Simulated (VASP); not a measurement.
# GaAs (I-4m2) in VASP: a series of runs

Runs on GaAs. Level: PBE. Tasks: single point.

All numbers are computed with VASP 6.6.1; they aren't measurements. Logs are shortened: lines on timing, memory, paths and dates and some standing lists are left out, and cuts for length are marked.

**1. The cell of the first run**

It takes space group I-4m2 (No. 119, tetragonal). Conventional cell: a = 3.663 Å, b = 3.663 Å, c = 6.734 Å, α = 90.00°, β = 90.00°, γ = 90.00°. Within 3.3 Å of Ga (site symmetry -4m2) lie 4 As at 2.49 Å. Within 3.3 Å of As (site symmetry -4m2) lie 4 Ga at 2.49 Å.

**2. Single point, PBE**

INCAR

```
  PREC = Accurate
  ENCUT = 520
  EDIFF = 1E-6
  ISMEAR = 0
  SIGMA = 0.05
  LREAL = False
  LASPH = True
  NELM = 60
  ALGO = Normal
  ISIF = 2
  LWAVE = False
  LCHARG = False
  GGA = PE
  NBANDS = 16
```

KPOINTS

```
Automatic mesh
0
Gamma
  8 8 8
```

POSCAR

```
GaAs
1.0
    0.0000000000      2.5901305056      3.3671696573
    2.5901305056      0.0000000000      3.3671696573
    2.5901305056      2.5901305056      0.0000000000
Ga As
1 1
Direct
    0.0000000000      0.0000000000      0.0000000000
    0.7500000000      0.7500000000      0.7500000000
```

Potentials or basis: VASP PAW PBE potentials, release 64 (Ga_d, As).

Started as:

```
> cat potpaw_PBE.64/Ga_d/POTCAR potpaw_PBE.64/As/POTCAR > POTCAR
> mpirun -np 1 vasp_std > vasp.out
```

OUTCAR:

```text
PREC = Accurate
   ENCUT = 520
   EDIFF = 1E-6
   ISMEAR = 0
   LREAL = False
   LASPH = True
   NELM = 60
   ISIF = 2
   GGA = PE

 ion  position               nearest neighbor table
   1  0.000  0.000  0.000-   2 2.49   2 2.49   2 2.49   2 2.49
   2  0.750  0.750  0.750-   1 2.49   1 2.49   1 2.49   1 2.49

  LATTYP: Found a body centered tetragonal cell.
 ALAT       =     3.6629976893
 C/A-ratio  =     1.8384776311

  Lattice vectors:

 A1 = (  -2.5901305056,   0.0000000000,   3.3671696573)
 A2 = (   2.5901305056,   0.0000000000,   3.3671696573)
 A3 = (   0.0000000000,   2.5901305056,  -3.3671696573)

Analysis of symmetry for initial positions (statically):
=====================================================================
 Subroutine PRICEL returns:
 Original cell was already a primitive cell.

 Routine SETGRP: Setting up the symmetry group for a
 body centered tetragonal supercell.

 Subroutine GETGRP returns: Found  8 space group operations
 (whereof  8 operations were pure point group operations)
 out of a pool of 16 trial point group operations.

The static configuration has the point symmetry D_2d.

Analysis of symmetry for dynamics (positions and initial velocities):
=====================================================================
 Subroutine PRICEL returns:
 Original cell was already a primitive cell.

 Routine SETGRP: Setting up the symmetry group for a
 body centered tetragonal supercell.

 Subroutine GETGRP returns: Found  8 space group operations
 (whereof  8 operations were pure point group operations)
 out of a pool of 16 trial point group operations.

The dynamic configuration has the point symmetry D_2d.

 Subroutine INISYM returns: Found  8 space group operations
 (whereof  8 operations are pure point group operations),
 and found     1 'primitive' translations

----------------------------------------------------------------------------------------

                                     Primitive cell

  volume of cell :      45.1792

  direct lattice vectors                    reciprocal lattice vectors
     0.000000000  2.590130506  3.367169657    -0.193040466  0.193040466  0.148492666
     2.590130506  0.000000000  3.367169657     0.193040466 -0.193040466  0.148492666
     2.590130506  2.590130506  0.000000000     0.193040466  0.193040466 -0.148492666

  length of vectors
     4.248129887  4.248129887  3.662997689     0.310772127  0.310772127  0.310772127

  position of ions in fractional coordinates (direct lattice)
     0.000000000  0.000000000  0.000000000
     0.750000000  0.750000000  0.750000000

  ion indices of the primitive-cell ions
   primitive index   ion index
                 1           1
                 2           2

----------------------------------------------------------------------------------------

 KPOINTS: Automatic mesh

Automatic generation of k-mesh.
 Grid dimensions read from file:
 generate k-points for:    8    8    8

 Generating k-lattice:

  Cartesian coordinates                     Fractional coordinates (reciprocal lattice)
    -0.024130058  0.024130058  0.018561583     0.125000000  0.000000000  0.000000000
     0.024130058 -0.024130058  0.018561583     0.000000000  0.125000000  0.000000000
     0.024130058  0.024130058 -0.018561583     0.000000000  0.000000000  0.125000000

  Length of vectors
     0.038846516  0.038846516  0.038846516

  Shift w.r.t. Gamma in fractional coordinates (k-lattice)
     0.000000000  0.000000000  0.000000000

 Subroutine IBZKPT returns following result:
 ===========================================

 Found     59 irreducible k-points:

 Following reciprocal coordinates:
            Coordinates               Weight
  0.000000  0.000000  0.000000      1.000000
  0.125000  0.000000  0.000000      8.000000
  0.250000  0.000000  0.000000      8.000000
  0.375000  0.000000  0.000000      8.000000
  0.500000  0.000000  0.000000      4.000000
  0.125000  0.125000  0.000000      2.000000
[... 16 lines left out ...]
  0.250000 -0.000000  0.125000     16.000000
  0.375000  0.000000  0.125000     16.000000
 [... further k-points ...]
   k-points           NKPTS =     59   k-points in BZ     NKDIM =     59   number of bands    NBANDS=     16
   number of dos      NEDOS =    301   number of ions     NIONS =      2
   total plane-waves  NPLWV =  28672
   dimension x,y,z NGX =    32 NGY =   32 NGZ =   28
   dimension x,y,z NGXF=    64 NGYF=   64 NGZF=   56
   ions per type =               1   1
   NGX,Y,Z   is equivalent  to a cutoff of  12.52, 12.52, 12.71 a.u.
   NGXF,Y,Z  is equivalent  to a cutoff of  25.05, 25.05, 25.42 a.u.
 SYSTEM =  unknown system
   PREC   = accura    normal or accurate (medium, high low for compatibility)
   ISTART =      0    job   : 0-new  1-cont  2-samecut
   ICHARG =      2    charge: 1-file 2-atom 10-const
   ISPIN  =      1    spin polarized calculation?
   LNONCOLLINEAR =      F non collinear calculations
   LSORBIT =      F    spin-orbit coupling
   LASPH  =      T    aspherical Exc in radial PAW
   ENCUT  =  520.0 eV  38.22 Ry    6.18 a.u.   7.90  7.90  6.81*2*pi/ulx,y,z
   NELM   =     60;   NELMIN=  2; NELMDL= -5     # of ELM steps
   EDIFF  = 0.1E-05   stopping-criterion for ELM
   LREAL  =      F    real-space projection
   EDIFFG = 0.1E-04   stopping-criterion for IOM
   NSW    =      0    number of steps for IOM
   IBRION =     -1    ionic relax: 0-MD 1-quasi-New 2-CG
   NFREE  =      0    steps in history (QN), initial steepest desc. (CG)
   ISIF   =      2    stress and relaxation
   ISYM   =      2    0-nonsym 1-usesym 2-fastsym
   POTIM  = 0.5000    time-step for ionic-motion
   TEBEG  =    0.0;   TEEND  =   0.0 temperature during run
   PSTRESS=    0.0 pullay stress
   NELECT =      18.0000    total number of electrons
   NUPDOWN=      -1.0000    fix difference up-down
   EMIN   =  10.00;   EMAX   =-10.00  energy-range for DOS
   EFERMI =   0.00;   METHOD = LEGACY
   ISMEAR =     0;   SIGMA  =   0.05  broadening in eV -4-tet -1-fermi 0-gaus
   EFERMI_NEDOS =   21; number of points for ismear=-14 and -15
   IALGO  =     38    algorithm
   IMIX   =      4    mixing-type and parameters
     AMIX     =   0.40;   BMIX     =  1.00
     AMIX_MAG =   1.60;   BMIX_MAG =  1.00
  volume/ion in A,a.u.               =      22.59       152.44
  Fermi-wavevector in a.u.,A,eV,Ry     =   1.204628  2.276417 19.743799  1.451128
  Thomas-Fermi vector in A             =   2.340347
   LORBIT       =      0    0 simple, 1 ext, 2 COOP (PROOUT), +10 PAW based schemes
   GGA     = PE    functional components
   LHFCALC =     F    Hartree Fock is set to
   AEXX    =    0.0000 exact exchange contribution
   IVDW    =     0    specifies the selected vdW correction
   LEPSILON=     F    determine dielectric tensor
   LRPA    =     F    only Hartree local field effects (RPA)
 non-spin polarized calculation
 Gauss-broadening in eV      SIGMA  =   0.05
  energy-cutoff  :      520.00
  volume of cell :       45.18
 maximum number of plane-waves:      1232
   NGX = 15   NGY = 15   NGZ = 13

 number of electron      18.0000000 magnetization

 Free energy of the ion-electron system (eV)
  ---------------------------------------------------
  ext. energy  EPLUGINS =         0.00000000
  ---------------------------------------------------
  free energy    TOTEN  =        -7.77082510 eV

  energy without entropy =       -7.77019708  energy(sigma->0) =       -7.77051109

 E-fermi :   4.5037     XC(G=0):  -9.6649

 val. band max:        4.4671521461   @ k =  -0.2500   0.1250   0.0000
 cond. band min:       4.5246977164   @ k =   0.1250   0.0000   0.0000
 fundamental gap:      0.0575455703
 Fermi energy:         4.5036575237

 k-point     1 :       0.0000    0.0000    0.0000
  band No.  band energies     occupation
      1     -10.9342      2.00000
      2     -10.8652      2.00000
      3     -10.8652      2.00000
      4     -10.8378      2.00000
      5     -10.8261      2.00000
      6      -8.6620      2.00000
[... 8 lines left out ...]
     15      12.1058      0.00000
     16      12.7401      0.00000

 k-point     2 :       0.1250    0.0000    0.0000
  band No.  band energies     occupation
      1     -10.9320      2.00000
      2     -10.8764      2.00000
      3     -10.8629      2.00000
      4     -10.8396      2.00000
      5     -10.8209      2.00000
      6      -8.4794      2.00000
[... 8 lines left out ...]
     15      12.7068      0.00000
     16      14.1793      0.00000

 k-point     3 :       0.2500    0.0000    0.0000
  band No.  band energies     occupation
      1     -10.9339      2.00000
      2     -10.8928      2.00000
      3     -10.8583      2.00000
      4     -10.8428      2.00000
      5     -10.8103      2.00000
      6      -7.9668      2.00000
[... 8 lines left out ...]
     15      14.0494      0.00000
     16      14.1599      0.00000

 k-point     4 :       0.3750    0.0000    0.0000
  band No.  band energies     occupation
      1     -10.9486      2.00000
      2     -10.8950      2.00000
      3     -10.8575      2.00000
      4     -10.8421      2.00000
      5     -10.7995      2.00000
      6      -7.2769      2.00000
[... 8 lines left out ...]
     15      14.2184      0.00000
     16      15.7572      0.00000

 k-point     5 :       0.5000    0.0000    0.0000
  band No.  band energies     occupation
      1     -10.9567      2.00000
      2     -10.8939      2.00000
      3     -10.8585      2.00000
      4     -10.8406      2.00000
      5     -10.7947      2.00000
      6      -6.8832      2.00000
[... 8 lines left out ...]
     15      14.4538      0.00000
     16      15.2125      0.00000

 k-point     6 :       0.1250    0.1250    0.0000
  band No.  band energies     occupation
      1     -10.9457      2.00000
      2     -10.8609      2.00000
      3     -10.8609      2.00000
      4     -10.8374      2.00000
      5     -10.8214      2.00000
      6      -8.4912      2.00000
[... 8 lines left out ...]
     15      12.4884      0.00000
     16      14.6009      0.00000

 k-point     7 :       0.2500    0.1250    0.0000
  band No.  band energies     occupation
      1     -10.9524      2.00000
      2     -10.8665      2.00000
      3     -10.8558      2.00000
      4     -10.8385      2.00000
      5     -10.8145      2.00000
      6      -8.1499      2.00000
[... 8 lines left out ...]
     15      13.8493      0.00000
     16      15.8403      0.00000

 k-point     8 :       0.3750    0.1250    0.0000
  band No.  band energies     occupation
      1     -10.9561      2.00000
      2     -10.8795      2.00000
      3     -10.8531      2.00000
      4     -10.8398      2.00000
      5     -10.8050      2.00000
      6      -7.5320      2.00000
[... 8 lines left out ...]
     15      14.5280      0.00000
     16      15.1744      0.00000

 k-point     9 :       0.5000    0.1250    0.0000
  band No.  band energies     occupation
      1     -10.9598      2.00000
      2     -10.8875      2.00000
      3     -10.8552      2.00000
      4     -10.8397      2.00000
      5     -10.7977      2.00000
      6      -6.9161      2.00000
[... 8 lines left out ...]
     15      14.7552      0.00000
     16      15.4782      0.00000
[... 172 lines left out ...]
 k-point    19 :       0.5000    0.3750    0.0000
  band No.  band energies     occupation
      1     -10.9850      2.00000
      2     -10.8453      2.00000
      3     -10.8389      2.00000
      4     -10.8355      2.00000
      5     -10.8110      2.00000
      6      -6.9155      2.00000
[... 8 lines left out ...]
     15      15.4475      0.00000
     16      17.0001      0.00000

 k-point    20 :      -0.3750    0.3750    0.0000
  band No.  band energies     occupation
      1     -10.9761      2.00000
      2     -10.8629      2.00000
      3     -10.8441      2.00000
      4     -10.8371      2.00000
      5     -10.8055      2.00000
      6      -6.6181      2.00000
[... 8 lines left out ...]
     15      15.3969      0.00000
     16      16.0021      0.00000

 k-point    21 :       0.5000    0.5000    0.0000
  band No.  band energies     occupation
      1     -10.9913      2.00000
      2     -10.8352      2.00000
      3     -10.8352      2.00000
      4     -10.8348      2.00000
      5     -10.8137      2.00000
      6      -6.8775      2.00000
[... 8 lines left out ...]
     15      15.9688      0.00000
     16      17.1861      0.00000

 k-point    22 :       0.1250    0.0000    0.1250
  band No.  band energies     occupation
      1     -10.9223      2.00000
      2     -10.8876      2.00000
      3     -10.8641      2.00000
      4     -10.8425      2.00000
      5     -10.8189      2.00000
      6      -8.3825      2.00000
[... 8 lines left out ...]
     15      13.5063      0.00000
     16      13.9453      0.00000

 k-point    23 :       0.2500   -0.0000    0.1250
  band No.  band energies     occupation
      1     -10.9209      2.00000
      2     -10.9005      2.00000
      3     -10.8612      2.00000
      4     -10.8475      2.00000
      5     -10.8108      2.00000
      6      -7.9474      2.00000
[... 8 lines left out ...]
     15      13.3821      0.00000
     16      14.6478      0.00000

 k-point    24 :       0.3750    0.0000    0.1250
  band No.  band energies     occupation
      1     -10.9433      2.00000
      2     -10.8922      2.00000
      3     -10.8597      2.00000
      4     -10.8484      2.00000
      5     -10.8010      2.00000
      6      -7.2874      2.00000
[... 8 lines left out ...]
     15      14.2749      0.00000
     16      16.2900      0.00000

 [... further k-points ...]
[... 5 lines left out ...]
  --------------------------------------------------------------------------------------
  -------------------------------------------------------------------------------------
  Total        2.7531720      2.7531720     -2.7749234      0.0000000      0.0000000     -0.0000000
  in kB       97.6350258     97.6350258    -98.4063872      0.0000000      0.0000000     -0.0000000
  external PRESSURE =      32.2878881 kB  Pullay stress =       0.0000000 kB

 VOLUME and BASIS-vectors are now :
 -----------------------------------------------------------------------------
  energy-cutoff  :      520.00
  volume of cell :       45.18
      direct lattice vectors                 reciprocal lattice vectors
     0.000000000  2.590130506  3.367169657    -0.193040466  0.193040466  0.148492666
     2.590130506  0.000000000  3.367169657     0.193040466 -0.193040466  0.148492666
     2.590130506  2.590130506  0.000000000     0.193040466  0.193040466 -0.148492666

 POSITION                                       TOTAL-FORCE (eV/Angst)
 -----------------------------------------------------------------------------------
      0.00000      0.00000      0.00000         0.000000      0.000000     -0.000000
      3.88520      3.88520      5.05075        -0.000000     -0.000000      0.000000
 -----------------------------------------------------------------------------------
    total drift:                                0.000002      0.000002     -0.000005

  FREE ENERGIE OF THE ION-ELECTRON SYSTEM (eV)
  ---------------------------------------------------
  free  energy   TOTEN  =        -7.7708250989 eV

  energy  without entropy=       -7.7701970839  energy(sigma->0) =       -7.77051109
```

It took 19 s on 1 thread of Intel Xeon 6975P-C (Granite Rapids), shared host; peak memory 0.19 GiB.

What came out:

```yaml
Free_energy: -7.7708 eV
Pressure: 3.2 GPa
Band_gap_on_the_k_mesh: zero (band 9 reaches 4.65 eV, above the bottom of band 10 at 4.16 eV)
```

Levels at points of the mesh, in eV from the Fermi level:
| k point | band 6 | band 7 | band 8 | band 9 | band 10 | band 11 | band 12 | band 13 |
| --- | --- | --- | --- | --- | --- | --- | --- | --- |
| (0.00, 0.00, 0.00) | -13.17 | -1.97 | -0.81 | 0.13 | 0.13 | 3.36 | 3.36 | 4.03 |
| (0.50, 0.00, 0.00) | -11.39 | -7.09 | -2.77 | -0.55 | -0.35 | 4.55 | 5.11 | 7.53 |
| (0.50, 0.50, 0.00) | -11.38 | -8.27 | -1.83 | -1.83 | 2.27 | 2.82 | 8.55 | 9.13 |
| (0.50, 0.00, 0.50) | -10.33 | -6.68 | -3.61 | -3.46 | 0.39 | 0.46 | 7.09 | 7.66 |

**3. Single point, PBE**

This run uses another cell than the first one, of the same volume but with other edges.

INCAR

```
SYSTEM = GaAs
PREC = Accurate
ENCUT = 520
EDIFF = 1E-7
ISMEAR = 0
SIGMA = 0.05
LREAL = .FALSE.
LASPH = .TRUE.
NELM = 100
ALGO = Normal
ISIF = 2
LWAVE = .FALSE.
LCHARG = .TRUE.
GGA = PE
LELF = .TRUE.
LVHAR = .TRUE.
NBANDS = 16
```

KPOINTS

```
Automatic mesh
0
G
  8 8 8
  0 0 0
```

POSCAR

```
GaAs
1.0
    0.0000000000      2.9065211565      2.6739994640
    2.9065211565      0.0000000000      2.6739994640
    2.9065211565      2.9065211565      0.0000000000
Ga As
1 1
Direct
    0.0000000000      0.0000000000      0.0000000000
    0.7500000000      0.7500000000      0.7500000000
```

Potentials or basis: VASP PAW PBE potentials, release 64 (Ga_d, As).

Started as:

```
> cat potpaw_PBE.64/Ga_d/POTCAR potpaw_PBE.64/As/POTCAR > POTCAR
> mpirun -np 1 vasp_std > vasp.out
```

Run time: 27 s. Hardware: 1 thread of Intel Xeon 6975P-C (Granite Rapids), shared host; peak memory 0.2 GiB.

Results (log left out):

```
Free energy            : -8.2128 eV
Pressure               : 3.3 GPa
Band gap on the k mesh : 0.20 eV, direct
```

Stress tensor (GPa, compression positive):
```
1.97 0.00 0.00
0.00 1.97 0.00
0.00 0.00 6.08
```

Levels at points of the mesh, in eV from the valence-band top:
```tsv
k point	band 7	band 8	band 9	band 10	band 11	band 12
(0.00, 0.00, 0.00)	-0.42	-0.42	0.00	0.20	3.35	3.57
(0.50, 0.00, 0.00)	-6.90	-1.73	-1.10	0.62	4.08	4.77
(0.50, 0.50, 0.00)	-6.75	-3.30	-3.30	0.87	0.88	9.89
(0.50, 0.00, 0.50)	-7.24	-2.77	-2.71	1.37	1.65	9.35
```

 A k mesh can miss the band edges.

(Continued in part 2 of 2.)
